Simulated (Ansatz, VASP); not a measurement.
Mo in VASP and in Ansatz

```xyz
12
Lattice="2.6474 1.5285 9.1478 -2.6474 1.5285 9.1478 0.0000 -3.0570 9.1478" Properties=species:S:1:pos:R:3 pbc="T T T"
Mo   -1.3399    0.7736    5.8455
Mo    0.0000   -1.5471    5.8455
Mo    1.3399    0.7736    5.8455
Mo    1.3399   -0.7736   21.5977
Mo   -1.3399   -0.7736   21.5977
Mo    0.0000    1.5471   21.5977
Mo   -1.3198    0.7620   10.2627
Mo    0.0000   -1.5240   10.2627
Mo    1.3198    0.7620   10.2627
Mo    1.3198   -0.7620   17.1806
Mo   -1.3198   -0.7620   17.1806
Mo    0.0000    1.5240   17.1806
```

Alike in both runs: functional r2SCAN; k mesh 3 × 3 × 3; occupations gaussian, width 0.1 eV; no spin polarisation.

Ansatz relaxed the structure, and its values are those at the end. VASP's run is a single point on that final structure, the one shown.

|  | VASP | Ansatz |
| --- | --- | --- |
| version | VASP 6.6.1 | Ansatz 0.2.0 |
| potentials or method | VASP PAW PBE potentials, release 64 (Mo_sv), cutoff 520 eV | scalar-relativistic, plane waves, PAW |
| valence electrons in the cell | 168 | 168 |

```csv
,VASP,Ansatz,Ansatz less VASP
gap on the k mesh at the Fermi level (eV),none,none,-
pressure (GPa),0.9,0.0,-0.90
rms of the force components (eV/Å),0.016,0.006,-0.0096
```

VASP's potentials were made for PBE, not for r2SCAN. A gap of «none» marks a metal or a gap that the smearing closes. With one functional, cell and mesh, what is left measures potentials, basis and numerics.

The k mesh is coarse, so the values compare programs but aren't converged.
